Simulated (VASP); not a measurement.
# Ni (Fm-3m) in VASP: further runs, part 2 of 2

VASP 6.6.1.

**6. Single point, PBE, collinear spin, ferromagnetic start**

The input, INCAR:

```
SYSTEM = Ni
PREC     = Accurate       ! precision mode
ENCUT    = 520            ! plane-wave cutoff, eV
EDIFF    = 1E-6           ! SCF threshold, eV
ISMEAR   = -1             ! smearing method
SIGMA    = 0.05           ! smearing width, eV
LREAL    = .False.        ! projectors in reciprocal space
LASPH    = .True.         ! aspherical terms in the spheres
NELM     = 150            ! most SCF steps
ALGO     = Normal         ! electronic algorithm
ISIF     = 2              ! what is computed and relaxed
LWAVE    = .False.        ! write WAVECAR
LCHARG   = .False.        ! write CHGCAR
ISPIN    = 2              ! spin polarisation
MAGMOM   = 0.24           ! initial moments
LORBIT   = 11             ! projections on sites
NUPDOWN  = 0.24           ! fixed moment
LMAXMIX  = 4              ! l up to which the mixer works
GGA      = PE             ! functional
NBANDS   = 15             ! bands
```

The input, KPOINTS:

```
regular mesh
0
Gamma
  13 13 13
  0 0 0
```

The input, POSCAR:

```
Ni
1.0
    0.0000000000      1.7659500000      1.7659500000
    1.7659500000      0.0000000000      1.7659500000
    1.7659500000      1.7659500000      0.0000000000
Ni
1
Direct
    0.0000000000      0.0000000000      0.0000000000
```

Potentials or basis: VASP PAW PBE potentials, release 64 (Ni).

Started as:

```console
$ cat potpaw_PBE.64/Ni/POTCAR > POTCAR
$ mpirun -np 1 vasp_std > vasp.out
```

OUTCAR:

```text
SYSTEM = Ni
   PREC = Accurate
   ENCUT = 520
   EDIFF = 1E-6
   ISMEAR = -1
   LREAL = .False.
   LASPH = .True.
   NELM = 150
   ISIF = 2
   ISPIN = 2
   LORBIT = 11
   NUPDOWN = 0.24
   GGA = PE

 ion  position               nearest neighbor table
   1  0.000  0.000  0.000-

  LATTYP: Found a face centered cubic cell.
 ALAT       =     3.5319000000

  Lattice vectors:

 A1 = (   0.0000000000,   1.7659500000,   1.7659500000)
 A2 = (   1.7659500000,   0.0000000000,   1.7659500000)
 A3 = (   1.7659500000,   1.7659500000,   0.0000000000)

Analysis of symmetry for initial positions (statically):
=====================================================================
 Subroutine PRICEL returns:
 Original cell was already a primitive cell.

 Routine SETGRP: Setting up the symmetry group for a
 face centered cubic supercell.

 Subroutine GETGRP returns: Found 48 space group operations
 (whereof 48 operations were pure point group operations)
 out of a pool of 48 trial point group operations.

The static configuration has the point symmetry O_h .

Analysis of symmetry for dynamics (positions and initial velocities):
[... 629 lines left out ...]
     13      39.5579      0.00000
     14      42.3788      0.00000
[... 403 lines left out ...]
      4       7.6763      1.00000
      5       9.1752      0.23809
      6      10.3493      0.00000
      7      17.1868      0.00000
      8      27.8857      0.00000
      9      29.5405      0.00000
     10      31.6613      0.00000
     11      41.5421      0.00000
     12      41.7964      0.00000
     13      44.7189      0.00000
     14      48.0653      0.00000
     15      56.2729      0.00000

 [... further k-points ...]

------------------------ aborting loop because EDIFF is reached ----------------------------------------

  FORCE on cell =-STRESS in cart. coord.  units (eV):
  Direction    XX          YY          ZZ          XY          YZ          ZX
  --------------------------------------------------------------------------------------
  -------------------------------------------------------------------------------------
  Total       -0.2097062     -0.2097062     -0.2097062     -0.0000000      0.0000000     -0.0000000
  in kB      -30.5039837    -30.5039837    -30.5039837     -0.0000000      0.0000000     -0.0000000
  external PRESSURE =     -30.5039837 kB  Pullay stress =       0.0000000 kB

 VOLUME and BASIS-vectors are now :
 -----------------------------------------------------------------------------
  energy-cutoff  :      520.00
  volume of cell :       11.01
      direct lattice vectors                 reciprocal lattice vectors
     0.000000000  1.765950000  1.765950000    -0.283133724  0.283133724  0.283133724
     1.765950000  0.000000000  1.765950000     0.283133724 -0.283133724  0.283133724
     1.765950000  1.765950000  0.000000000     0.283133724  0.283133724 -0.283133724

 POSITION                                       TOTAL-FORCE (eV/Angst)
 -----------------------------------------------------------------------------------
      0.00000      0.00000      0.00000        -0.000000      0.000000      0.000000
 -----------------------------------------------------------------------------------
    total drift:                                0.000000      0.000000      0.000000

  FREE ENERGIE OF THE ION-ELECTRON SYSTEM (eV)
  ---------------------------------------------------
  free  energy   TOTEN  =        -5.4341500725 eV

  energy  without entropy=       -5.4078036904  energy(sigma->0) =       -5.42097688

 total charge

# of ion       s       p       d       tot
------------------------------------------
    1        0.488   0.482   8.321   9.291

 magnetization (x)

# of ion       s       p       d       tot
------------------------------------------
    1       -0.005  -0.013   0.265   0.247
```

OSZICAR:

```text
N       E                     dE             d eps       ncg     rms          rms(c)
DAV:   1     0.328329095454E+02    0.32833E+02   -0.42209E+03  5349   0.846E+02
DAV:   2    -0.505646339317E+01   -0.37889E+02   -0.35360E+02  5754   0.162E+02
DAV:   3    -0.646601852006E+01   -0.14096E+01   -0.13947E+01  6104   0.305E+01
DAV:   4    -0.647526943024E+01   -0.92509E-02   -0.92487E-02  6210   0.234E+00
DAV:   5    -0.647539464502E+01   -0.12521E-03   -0.12521E-03  6238   0.243E-01    0.963E+00
DAV:   6    -0.581268752461E+01    0.66271E+00   -0.13998E+01  7294   0.404E+01    0.600E+00
DAV:   7    -0.545125656470E+01    0.36143E+00   -0.26313E+00  6867   0.156E+01    0.170E+00
DAV:   8    -0.543613606379E+01    0.15121E-01   -0.27268E-02  6241   0.111E+00    0.598E-01
DAV:   9    -0.543453928516E+01    0.15968E-02   -0.10330E-03  8225   0.181E-01    0.207E-01
DAV:  10    -0.543414460428E+01    0.39468E-03   -0.54990E-04  8096   0.118E-01    0.513E-02
DAV:  11    -0.543415041626E+01   -0.58120E-05   -0.67234E-06  5727   0.257E-02    0.131E-02
DAV:  12    -0.543415007249E+01    0.34377E-06   -0.83075E-07  5962   0.967E-03
   1 F= -.54341501E+01 E0= -.54209769E+01  d E =-.263464E-01  mag=     0.2400
```

stdout:

```text
POSCAR found type information on POSCAR Ni
 POSCAR found :  1 types and       1 ions
 scaLAPACK will be used
 LDA part: xc-table for (Slater+PW92), standard interpolation
 POSCAR, INCAR and KPOINTS ok, starting setup
 FFT: planning ... GRIDC
 FFT: planning ... GRID_SOFT
 FFT: planning ... GRID
 WAVECAR not read
 entering main loop
```

It took 46 s on 1 thread of Intel Xeon 8259CL, shared host; peak memory 0.14 GiB.

What came out:

| Item | Value |
| --- | --- |
| Free energy | -5.4342 eV |
| Pressure | -3.1 GPa |
| Net moment | 0.24 μB per cell |
| Site moments | Ni +0.25 μB |
| Valence electrons inside the program's atomic spheres | Ni 9.29 |

Caveat: the total moment is fixed, so each spin has its own Fermi level.

**7. Summary**

| fixed moment (μB) | pressure (GPa) | moment (μB) |
| --- | --- | --- |
| 0.48 | -2.6 | 0.48 |
| 0.95 | 0.4 | 0.95 |
| 1.43 | 7.8 | 1.43 |
| 1.91 | 20.2 | 1.91 |
| 0.24 | -3.1 | 0.24 |

Alike in all rows: task single point; level PBE; potentials or basis VASP PAW PBE potentials, release 64 (Ni); spin collinear, ferromagnetic start; cell as given; k mesh 13 × 13 × 13; cutoff (eV) 520; smearing fermi-dirac 0.05 eV.

Caveats: the total moment is fixed, so each spin has its own Fermi level.

Total energies depend on the potentials used, so only differences within one code and one set of settings carry meaning.
